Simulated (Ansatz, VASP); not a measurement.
TaF4 in VASP and in Ansatz

```xyz
5
Lattice="-2.0563 2.0563 4.2391 2.0563 -2.0563 4.2391 2.0563 2.0563 -4.2391" Properties=species:S:1:pos:R:3 pbc="T T T"
Ta    0.0000    0.0000    0.0000
F     0.0000    0.0000    6.5868
F     0.0000    2.0563    0.0000
F     2.0563    0.0000    0.0000
F     0.0000    0.0000    1.8914
```

Change from the starting cell: species swapped into the SnF4 type (I4/mmm, No. 139).

Alike in both runs: functional PBE; k mesh 4 × 4 × 4; occupations gaussian, width 0.15 eV; no spin polarisation.

Ansatz relaxed the structure, and its values are those at the end. VASP's run is a single point on that final structure, the one shown.

```csv
,VASP,Ansatz
version,VASP 6.6.1,Ansatz 0.2.0
potentials or method,"VASP PAW PBE potentials, release 64 (Ta_pv, F), cutoff 600 eV","scalar-relativistic, plane waves, PAW"
valence electrons in the cell,39,41
```

VASP gave:

* gap on the k mesh at the Fermi level (eV): none
* pressure (GPa): 0.7
* rms of the force components (eV/Å): 0.064

**Question.** Which values does Ansatz return?

**Answer.** gap on the k mesh at the Fermi level (eV): none; pressure (GPa): 0.4; rms of the force components (eV/Å): 0.004.

A gap of «none» marks a metal or a gap that the smearing closes. VASP's potentials hold 39 valence electrons a cell and Ansatz's 41, so a difference there can come from the potentials and not from the codes.

The k mesh is coarse, so the values compare programs but aren't converged. Spin-orbit coupling is off throughout.
